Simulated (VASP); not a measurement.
Here is a VASP 6.6.1 calculation.

Contents of INCAR:

```
SYSTEM = Zn
ALGO = Normal
EDIFF = 1E-6
ENCUT = 500
GGA = PE
GGA_COMPAT = .FALSE.
ISIF = 2
ISMEAR = -1
LASPH = .TRUE.
LCHARG = .FALSE.
LREAL = .FALSE.
LWAVE = .FALSE.
NBANDS = 19
NELM = 120
PREC = Accurate
SIGMA = 0.1
```

Contents of KPOINTS:

```
k-points
0
G
  18 18 10
  0 0 0
```

File POSCAR:

```
Zn
1.0
    2.6358128869      0.0000000000      0.0000000000
   -1.3179064435      2.2826809196      0.0000000000
    0.0000000000      0.0000000000      5.0929170809
Zn
2
Direct
    0.3333333333      0.6666666667      0.2500000000
    0.6666666667      0.3333333333      0.7500000000
```

Potentials or basis: VASP PAW PBE potentials, release 64 (Zn).

Launch:

```console
$ cat potpaw_PBE.64/Zn/POTCAR > POTCAR
$ mpirun -np 1 vasp_std > vasp.out
```

(1) What does it give for the pressure?

(2) What does it give for the band gap on the k mesh?

Results:

(1) 0.3 GPa.

(2) zero (bands 12 and 13 overlap by 5.25 eV).
